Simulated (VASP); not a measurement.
Input of a VASP 6.6.1 run:

The input INCAR:

```
SYSTEM = ScPt
PREC = Accurate
ENCUT = 520
EDIFF = 1E-8
ISMEAR = -1
SIGMA = 0.15
LREAL = .False.
LASPH = .True.
NELM = 80
ALGO = Normal
ISIF = 2
LWAVE = .False.
LCHARG = .False.
GGA = CA
NBANDS = 18
IBRION = 8
NSW = 1
```

The input KPOINTS:

```
Automatic mesh
0
Gamma
  14 14 14
  0 0 0
```

File POSCAR:

```
ScPt
1.0
    3.1712515133      0.0000000000      0.0000000000
    0.0000000000      3.1712515133      0.0000000000
    0.0000000000      0.0000000000      3.1712515133
Sc Pt
1 1
Direct
    0.5000000000      0.5000000000      0.5000000000
    0.0000000000      0.0000000000      0.0000000000
```

Potentials or basis: VASP PAW LDA potentials, release 64 (Sc_sv, Pt).

Command:

```bash
$ cat potpaw_LDA.64/Sc_sv/POTCAR potpaw_LDA.64/Pt/POTCAR > POTCAR
$ mpirun -np 1 vasp_std > vasp.out
```

Q: Estimate the highest phonon frequency at Γ.

A: 206 cm⁻¹.

Phonon frequencies in cm⁻¹ (negative: imaginary):
```tsv
q point	frequencies
(0.000, 0.000, 0.000)	0 0 0 206 206 206
```

Caveat: the cell stands under pressure or tension, which shifts response properties.
